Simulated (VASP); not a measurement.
# ZrGe4Mo (F-43m) in VASP: notebook

Runs on ZrGe4Mo. Level: PBE. Tasks: single point, relaxation of cell and atoms.

All numbers are computed with VASP 6.6.1; they aren't measurements. Logs are shortened: lines on timing, memory, paths and dates and some standing lists are left out, and cuts for length are marked.

## (1) The cell of the first run

The structure is cubic, space group F-43m (No. 216). Conventional cell: a = 7.551 Å, b = 7.551 Å, c = 7.551 Å, α = 90.00°, β = 90.00°, γ = 90.00°. Within 4.1 Å of Zr (site symmetry -43m) lie 12 Ge at 3.13 Å and 4 Mo at 3.27 Å. Ge (site symmetry 3m) has 6 Ge at 2.67 Å and 3 Mo at 3.13 Å and 3 Zr at 3.13 Å within 3.5 Å. Within 4.1 Å of Mo (site symmetry -43m) lie 12 Ge at 3.13 Å and 4 Zr at 3.27 Å.

The cell was generated, and may not be a known phase.

## (2) Single point, PBE

INCAR

```
SYSTEM = ZrGe4Mo
PREC = Accurate
ENCUT = 520
EDIFF = 1E-6
ISMEAR = 0
SIGMA = 0.1
LREAL = .False.
LASPH = .True.
NELM = 80
ALGO = Normal
ISIF = 2
LWAVE = .False.
LCHARG = .False.
GGA = PE
NBANDS = 50
```

KPOINTS

```
Automatic mesh
0
Gamma
  4 4 4
  0 0 0
```

POSCAR

```
ZrGe4Mo
1.0
    0.0000000000      3.7753188536      3.7753188536
    3.7753188536      0.0000000000      3.7753188536
    3.7753188536      3.7753188536      0.0000000000
Zr Ge Mo
1 4 1
Direct
    0.0000000000      0.0000000000      0.0000000000
    0.3750295224      0.3750295224      0.8749114327
    0.3750295224      0.8749114327      0.3750295224
    0.3750295224      0.3750295224      0.3750295224
    0.8749114327      0.3750295224      0.3750295224
    0.7500000000      0.7500000000      0.7500000000
```

Potentials or basis: VASP PAW PBE potentials, release 64 (Zr_sv, Ge_d, Mo_sv).

Command:

```
$ cat potpaw_PBE.64/Zr_sv/POTCAR potpaw_PBE.64/Ge_d/POTCAR potpaw_PBE.64/Mo_sv/POTCAR > POTCAR
$ mpirun -np 1 vasp_std > vasp.out
```

OUTCAR:

```text
SYSTEM = ZrGe4Mo
   PREC = Accurate
   ENCUT = 520
   EDIFF = 1E-6
   ISMEAR = 0
   LREAL = .False.
   LASPH = .True.
   NELM = 80
   ISIF = 2
   GGA = PE

 ion  position               nearest neighbor table
   1  0.000  0.000  0.000-   3 3.13   5 3.13   2 3.13   4 3.13   4 3.13   4 3.13   2 3.13   3 3.13
                             2 3.13   5 3.13   3 3.13   5 3.13   6 3.27   6 3.27   6 3.27   6 3.27
   2  0.375  0.375  0.875-   3 2.67   4 2.67   5 2.67   4 2.67   3 2.67   5 2.67   6 3.13   6 3.13
                             6 3.13   1 3.13   1 3.13   1 3.13
   3  0.375  0.875  0.375-   2 2.67   4 2.67   5 2.67   2 2.67   4 2.67   5 2.67   6 3.13   6 3.13
                             6 3.13   1 3.13   1 3.13   1 3.13
   4  0.375  0.375  0.375-   2 2.67   3 2.67   5 2.67   2 2.67   3 2.67   5 2.67   6 3.13   6 3.13
                             6 3.13   1 3.13   1 3.13   1 3.13
   5  0.875  0.375  0.375-   2 2.67   3 2.67   4 2.67   4 2.67   2 2.67   3 2.67   6 3.13   6 3.13
                             6 3.13   1 3.13   1 3.13   1 3.13
   6  0.750  0.750  0.750-   2 3.13   3 3.13   2 3.13   5 3.13   3 3.13   5 3.13   4 3.13   4 3.13
                             4 3.13   2 3.13   3 3.13   5 3.13   1 3.27   1 3.27   1 3.27   1 3.27

  LATTYP: Found a face centered cubic cell.
 ALAT       =     7.5506377072

  Lattice vectors:

 A1 = (   0.0000000000,   3.7753188536,   3.7753188536)
 A2 = (   3.7753188536,   0.0000000000,   3.7753188536)
 A3 = (   3.7753188536,   3.7753188536,   0.0000000000)

Analysis of symmetry for initial positions (statically):
=====================================================================
 Subroutine PRICEL returns:
 Original cell was already a primitive cell.

 Routine SETGRP: Setting up the symmetry group for a
 face centered cubic supercell.

 Subroutine GETGRP returns: Found 24 space group operations
 (whereof 24 operations were pure point group operations)
 out of a pool of 48 trial point group operations.

The static configuration has the point symmetry T_d .

Analysis of symmetry for dynamics (positions and initial velocities):
=====================================================================
 Subroutine PRICEL returns:
 Original cell was already a primitive cell.

 Routine SETGRP: Setting up the symmetry group for a
 face centered cubic supercell.

 Subroutine GETGRP returns: Found 24 space group operations
 (whereof 24 operations were pure point group operations)
 out of a pool of 48 trial point group operations.

The dynamic configuration has the point symmetry T_d .

 Subroutine INISYM returns: Found 24 space group operations
 (whereof 24 operations are pure point group operations),
 and found     1 'primitive' translations

----------------------------------------------------------------------------------------

                                     Primitive cell

  volume of cell :     107.6195

  direct lattice vectors                    reciprocal lattice vectors
     0.000000000  3.775318854  3.775318854    -0.132439145  0.132439145  0.132439145
     3.775318854  0.000000000  3.775318854     0.132439145 -0.132439145  0.132439145
     3.775318854  3.775318854  0.000000000     0.132439145  0.132439145 -0.132439145

  length of vectors
     5.339107125  5.339107125  5.339107125     0.229391328  0.229391328  0.229391328

  position of ions in fractional coordinates (direct lattice)
     0.000000000  0.000000000  0.000000000
     0.375029522  0.375029522  0.874911433
     0.375029522  0.874911433  0.375029522
     0.375029522  0.375029522  0.375029522
     0.874911433  0.375029522  0.375029522
     0.750000000  0.750000000  0.750000000

  ion indices of the primitive-cell ions
   primitive index   ion index
                 1           1
                 2           2
                 3           3
                 4           4
                 5           5
                 6           6

----------------------------------------------------------------------------------------

 KPOINTS: Automatic mesh

Automatic generation of k-mesh.
 Grid dimensions read from file:
 generate k-points for:    4    4    4

 Generating k-lattice:

  Cartesian coordinates                     Fractional coordinates (reciprocal lattice)
    -0.033109786  0.033109786  0.033109786     0.250000000  0.000000000  0.000000000
     0.033109786 -0.033109786  0.033109786     0.000000000  0.250000000  0.000000000
     0.033109786  0.033109786 -0.033109786     0.000000000  0.000000000  0.250000000

  Length of vectors
     0.057347832  0.057347832  0.057347832

  Shift w.r.t. Gamma in fractional coordinates (k-lattice)
     0.000000000  0.000000000  0.000000000

 Subroutine IBZKPT returns following result:
 ===========================================

 Found      8 irreducible k-points:

 Following reciprocal coordinates:
            Coordinates               Weight
  0.000000  0.000000  0.000000      1.000000
  0.250000  0.000000  0.000000      8.000000
  0.500000  0.000000  0.000000      4.000000
  0.250000  0.250000  0.000000      6.000000
  0.500000  0.250000  0.000000     24.000000
 -0.250000  0.250000  0.000000     12.000000
  0.500000  0.500000  0.000000      3.000000
 -0.250000  0.500000  0.250000      6.000000
   k-points           NKPTS =      8   k-points in BZ     NKDIM =      8   number of bands    NBANDS=     50
   number of dos      NEDOS =    301   number of ions     NIONS =      6
   total plane-waves  NPLWV =  64000
   dimension x,y,z NGX =    40 NGY =   40 NGZ =   40
   dimension x,y,z NGXF=    80 NGYF=   80 NGZF=   80
   ions per type =               1   4   1
   NGX,Y,Z   is equivalent  to a cutoff of  12.45, 12.45, 12.45 a.u.
   NGXF,Y,Z  is equivalent  to a cutoff of  24.91, 24.91, 24.91 a.u.
 SYSTEM =  ZrGe4Mo
   PREC   = accura    normal or accurate (medium, high low for compatibility)
   ISTART =      0    job   : 0-new  1-cont  2-samecut
   ICHARG =      2    charge: 1-file 2-atom 10-const
   ISPIN  =      1    spin polarized calculation?
   LNONCOLLINEAR =      F non collinear calculations
   LSORBIT =      F    spin-orbit coupling
   LASPH  =      T    aspherical Exc in radial PAW
   ENCUT  =  520.0 eV  38.22 Ry    6.18 a.u.   9.93  9.93  9.93*2*pi/ulx,y,z
   NELM   =     80;   NELMIN=  2; NELMDL= -5     # of ELM steps
   EDIFF  = 0.1E-05   stopping-criterion for ELM
   LREAL  =      F    real-space projection
   EDIFFG = 0.1E-04   stopping-criterion for IOM
   NSW    =      0    number of steps for IOM
   IBRION =     -1    ionic relax: 0-MD 1-quasi-New 2-CG
   NFREE  =      0    steps in history (QN), initial steepest desc. (CG)
   ISIF   =      2    stress and relaxation
   ISYM   =      2    0-nonsym 1-usesym 2-fastsym
   POTIM  = 0.5000    time-step for ionic-motion
   TEBEG  =    0.0;   TEEND  =   0.0 temperature during run
   PSTRESS=    0.0 pullay stress
   NELECT =      82.0000    total number of electrons
   NUPDOWN=      -1.0000    fix difference up-down
   EMIN   =  10.00;   EMAX   =-10.00  energy-range for DOS
   EFERMI =   0.00;   METHOD = LEGACY
   ISMEAR =     0;   SIGMA  =   0.10  broadening in eV -4-tet -1-fermi 0-gaus
   EFERMI_NEDOS =   21; number of points for ismear=-14 and -15
   IALGO  =     38    algorithm
   IMIX   =      4    mixing-type and parameters
     AMIX     =   0.40;   BMIX     =  1.00
     AMIX_MAG =   1.60;   BMIX_MAG =  1.00
  volume/ion in A,a.u.               =      17.94       121.04
  Fermi-wavevector in a.u.,A,eV,Ry     =   1.495257  2.825626 30.419813  2.235793
  Thomas-Fermi vector in A             =   2.607425
   LORBIT       =      0    0 simple, 1 ext, 2 COOP (PROOUT), +10 PAW based schemes
   GGA     = PE    functional components
   LHFCALC =     F    Hartree Fock is set to
   AEXX    =    0.0000 exact exchange contribution
   IVDW    =     0    specifies the selected vdW correction
   LEPSILON=     F    determine dielectric tensor
   LRPA    =     F    only Hartree local field effects (RPA)
 non-spin polarized calculation
 Gauss-broadening in eV      SIGMA  =   0.10
  energy-cutoff  :      520.00
  volume of cell :      107.62
 maximum number of plane-waves:      2914
   NGX = 19   NGY = 19   NGZ = 19

 number of electron      82.0000037 magnetization

 Free energy of the ion-electron system (eV)
  ---------------------------------------------------
  ext. energy  EPLUGINS =         0.00000000
  ---------------------------------------------------
  free energy    TOTEN  =       -35.07447172 eV

  energy without entropy =      -35.06199611  energy(sigma->0) =      -35.06823391

 E-fermi :   8.9503     XC(G=0): -11.8620

 val. band max:        8.9274782163   @ k =   0.0000   0.0000   0.0000
 cond. band min:       8.9745460506   @ k =   0.2500   0.2500   0.0000
 fundamental gap:      0.0470678343
 Fermi energy:         8.9503061324

 k-point     1 :       0.0000    0.0000    0.0000
  band No.  band energies     occupation
      1     -51.9481      2.00000
      2     -40.5165      2.00000
      3     -26.0236      2.00000
      4     -26.0236      2.00000
      5     -26.0236      2.00000
      6     -18.5417      2.00000
[... 42 lines left out ...]
     49      12.6971      0.00000
     50      12.6972      0.00000

 k-point     2 :       0.2500    0.0000    0.0000
  band No.  band energies     occupation
      1     -51.9481      2.00000
      2     -40.5165      2.00000
      3     -26.0239      2.00000
      4     -26.0237      2.00000
      5     -26.0237      2.00000
      6     -18.5436      2.00000
[... 42 lines left out ...]
     49      12.4712      0.00000
     50      13.6166      0.00000

 k-point     3 :       0.5000    0.0000    0.0000
  band No.  band energies     occupation
      1     -51.9481      2.00000
      2     -40.5165      2.00000
      3     -26.0242      2.00000
      4     -26.0238      2.00000
      5     -26.0238      2.00000
      6     -18.5453      2.00000
[... 254 lines left out ...]
     49      11.9805      0.00000
     50      12.1837      0.00000

 k-point     8 :      -0.2500    0.5000    0.2500
  band No.  band energies     occupation
      1     -51.9480      2.00000
      2     -40.5165      2.00000
      3     -26.0246      2.00000
      4     -26.0242      2.00000
      5     -26.0233      2.00000
      6     -18.5436      2.00000
[... 42 lines left out ...]
     49      11.6883      0.00000
     50      12.6443      0.00000

------------------------ aborting loop because EDIFF is reached ----------------------------------------

  FORCE on cell =-STRESS in cart. coord.  units (eV):
  Direction    XX          YY          ZZ          XY          YZ          ZX
  --------------------------------------------------------------------------------------
  -------------------------------------------------------------------------------------
  Total        0.0625474      0.0625474      0.0625474     -0.0000000     -0.0000000     -0.0000000
  in kB        0.9311698      0.9311698      0.9311698     -0.0000000     -0.0000000     -0.0000000
  external PRESSURE =       0.9311698 kB  Pullay stress =       0.0000000 kB

 VOLUME and BASIS-vectors are now :
 -----------------------------------------------------------------------------
  energy-cutoff  :      520.00
  volume of cell :      107.62
      direct lattice vectors                 reciprocal lattice vectors
     0.000000000  3.775318854  3.775318854    -0.132439145  0.132439145  0.132439145
     3.775318854  0.000000000  3.775318854     0.132439145 -0.132439145  0.132439145
     3.775318854  3.775318854  0.000000000     0.132439145  0.132439145 -0.132439145

 POSITION                                       TOTAL-FORCE (eV/Angst)
 -----------------------------------------------------------------------------------
      0.00000      0.00000      0.00000         0.000000      0.000000     -0.000000
      4.71893      4.71893      2.83171        -0.000140     -0.000140      0.000140
      4.71893      2.83171      4.71893        -0.000140      0.000140     -0.000140
      2.83171      2.83171      2.83171         0.000140      0.000140      0.000140
      2.83171      4.71893      4.71893         0.000140     -0.000140     -0.000140
      5.66298      5.66298      5.66298         0.000000      0.000000      0.000000
 -----------------------------------------------------------------------------------
    total drift:                                0.000000      0.000000      0.000000

  FREE ENERGIE OF THE ION-ELECTRON SYSTEM (eV)
  ---------------------------------------------------
  free  energy   TOTEN  =       -35.0744717153 eV

  energy  without entropy=      -35.0619961119  energy(sigma->0) =      -35.06823391
```

It took 28 s on 1 thread of Intel Xeon 6975P-C (Granite Rapids), shared host; peak memory 0.25 GiB.

What came out:

* Free energy: -35.0745 eV
* Pressure: 0.1 GPa
* Band gap on the k mesh: zero (bands 41 and 42 overlap by 0.87 eV)

Caveat: the k points lie up to 0.36 Å⁻¹ apart, too coarse for converged energies and pressures of a metal.

## (3) Single point, PBE

This run uses another cell than the first one, of 19.65 Å³/atom.

INCAR

```
  PREC = Accurate
  ENCUT = 520
  EDIFF = 1E-6
  ISMEAR = 0
  SIGMA = 0.1
  LREAL = F
  LASPH = T
  NELM = 100
  ALGO = Normal
  ISIF = 2
  LWAVE = F
  LCHARG = F
  GGA = PE
  NBANDS = 50
```

KPOINTS

```
regular mesh
0
Gamma
  4 4 4
```

POSCAR

```
ZrGe4Mo
1.0
    0.0000000000      3.8917104500      3.8917104500
    3.8917104500      0.0000000000      3.8917104500
    3.8917104500      3.8917104500      0.0000000000
Zr Ge Mo
1 4 1
Direct
    0.0000000000      0.0000000000      0.0000000000
    0.3759183500      0.3759183500      0.8722449500
    0.3759183500      0.8722449500      0.3759183500
    0.3759183500      0.3759183500      0.3759183500
    0.8722449500      0.3759183500      0.3759183500
    0.7500000000      0.7500000000      0.7500000000
```

Potentials or basis: VASP PAW PBE potentials, release 64 (Zr_sv, Ge_d, Mo_sv).

Command:

```
$ cat potpaw_PBE.64/Zr_sv/POTCAR potpaw_PBE.64/Ge_d/POTCAR potpaw_PBE.64/Mo_sv/POTCAR > POTCAR
$ mpirun -np 1 vasp_std > vasp.out
```

Run time: 40 s. Hardware: 1 thread of Intel Xeon 6975P-C (Granite Rapids), shared host; peak memory 0.27 GiB.

The run converged. Its results:

```
Free energy            : -34.8126 eV
Pressure               : -7.5 GPa
Largest force          : 0.226 eV/Å
Band gap on the k mesh : zero (bands 41 and 42 overlap by 0.72 eV)
```

Forces in eV/Å, atoms in the order of the input:
```
Zr   0.000  0.000  0.000
Ge   0.130  0.130 -0.130
Ge   0.130 -0.130  0.130
Ge  -0.130 -0.130 -0.130
Ge  -0.130  0.130  0.130
Mo   0.000  0.000  0.000
```

Levels at points of the mesh, in eV from the Fermi level:
| k point | band 39 | band 40 | band 41 | band 42 | band 43 | band 44 |
| --- | --- | --- | --- | --- | --- | --- |
| (0.00, 0.00, 0.00) | -0.52 | -0.02 | -0.02 | -0.02 | 1.21 | 1.21 |
| (0.50, 0.00, 0.00) | -0.47 | -0.47 | 0.41 | 0.41 | 0.45 | 0.82 |
| (0.50, 0.50, 0.00) | -0.81 | -0.70 | -0.31 | -0.31 | 0.88 | 0.88 |

Caveat: the cell stands under tension.

## (4) Relaxation of cell and atoms, PBE

This run uses another cell than the first one, of 19.65 Å³/atom.

INCAR

```
PREC = Accurate
ENCUT = 600
EDIFF = 1E-6
ISMEAR = 0
SIGMA = 0.1
LREAL = False
LASPH = True
NELM = 80
ALGO = Normal
ISIF = 3
LWAVE = False
LCHARG = False
GGA = PE
IBRION = 2
NSW = 90
EDIFFG = -0.04
```

KPOINTS is that of step 3.

POSCAR is that of step 3.

Command:

```
$ cat potpaw_PBE.64/Zr_sv/POTCAR potpaw_PBE.64/Ge_d/POTCAR potpaw_PBE.64/Mo_sv/POTCAR > POTCAR
$ mpirun -np 1 vasp_std > vasp.out
```

It took 2.5 min on 1 thread of Intel Xeon 6975P-C (Granite Rapids), shared host; peak memory 0.36 GiB.

It converged, with:

| Property | Result |
| --- | --- |
| Free energy | -35.0776 eV |
| Relaxed volume | 17.91 Å³/atom |
| Relaxed cell | a = 5.336 Å, b = 5.336 Å, c = 5.336 Å, α = 60.00°, β = 60.00°, γ = 60.00° |
| Space group after relaxing (to 0.1 Å) | F-43m (No. 216) |
| Energy gained by relaxing | 44.2 meV/atom |
| Ionic steps | 5 |
| Pressure after relaxing | 0.2 GPa |
| Largest force after relaxing | 0.004 eV/Å |
| Band gap on the k mesh | zero (bands 41 and 42 overlap by 0.88 eV) |

Forces on the atoms (eV/Å):
```
Zr   0.000  0.000  0.000
Ge   0.002  0.002 -0.002
Ge   0.002 -0.002  0.002
Ge  -0.002 -0.002 -0.002
Ge  -0.002  0.002  0.002
Mo   0.000  0.000  0.000
```

Step by step:
```
step  energy change (eV)  largest force (eV/Å)  pressure (GPa)  volume (Å³)
   1              0.0000                0.2260           -7.51       117.88
   2             -0.1929                0.0110            5.04       102.85
   3             -0.2646                0.0934            0.00       107.61
   4             -0.2645                0.0893            0.19       107.42
   5             -0.2654                0.0039            0.20       107.45
```

Final structure:
```
Zr Ge Mo
1.0
     0.00000    3.77339    3.77339
     3.77339    0.00000    3.77339
     3.77339    3.77339    0.00000
Zr Ge Mo
1 4 1
Direct
  0.00000 0.00000 0.00000
  0.37505 0.37505 0.87485
  0.37505 0.87485 0.37505
  0.37505 0.37505 0.37505
  0.87485 0.37505 0.37505
  0.75000 0.75000 0.75000
```

Levels at points of the mesh, in eV from the Fermi level:
```
           k point  band 39  band 40  band 41  band 42  band 43  band 44
(0.00, 0.00, 0.00)    -0.52    -0.02    -0.02    -0.02     1.28     1.28
(0.50, 0.00, 0.00)    -0.46    -0.46     0.32     0.32     0.69     0.77
(0.50, 0.50, 0.00)    -1.12    -0.88    -0.56    -0.56     1.15     1.15
```

[end of part 1 of 2]

The gap in the log of VASP goes by the Fermi energy; the results here count the filled bands.